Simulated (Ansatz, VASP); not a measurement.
## GaP: VASP beside Ansatz

```xyz
2
Lattice="2.5655 0.0000 0.0000 0.0000 2.5655 0.0000 0.0000 0.0000 5.2796" Properties=species:S:1:pos:R:3 pbc="T T T"
Ga    0.0000    0.0000    4.8668
P     0.0000    0.0000    2.2306
```

Alike in both runs: functional PBE; k mesh 7 × 7 × 4; occupations gaussian, width 0.2 eV; no spin polarisation.

Ansatz relaxed the structure, and its values are those at the end. VASP's run is a single point on that final structure, the one shown.

|  | VASP | Ansatz |
| --- | --- | --- |
| version | VASP 6.6.1 | Ansatz 0.2.0 |
| potentials or method | VASP PAW PBE potentials, release 64 (Ga_d, P), cutoff 500 eV | scalar-relativistic, plane waves, PAW |
| valence electrons in the cell | 18 | 18 |

|  | VASP | Ansatz | Ansatz less VASP |
| --- | --- | --- | --- |
| gap on the k mesh at the Fermi level (eV) | none | none | - |
| pressure (GPa) | -0.2 | -0.2 | -0.01 |
| rms of the force components (eV/Å) | 0.006 | 0.006 | +0.0001 |

A gap of «none» marks a metal or a gap that the smearing closes.
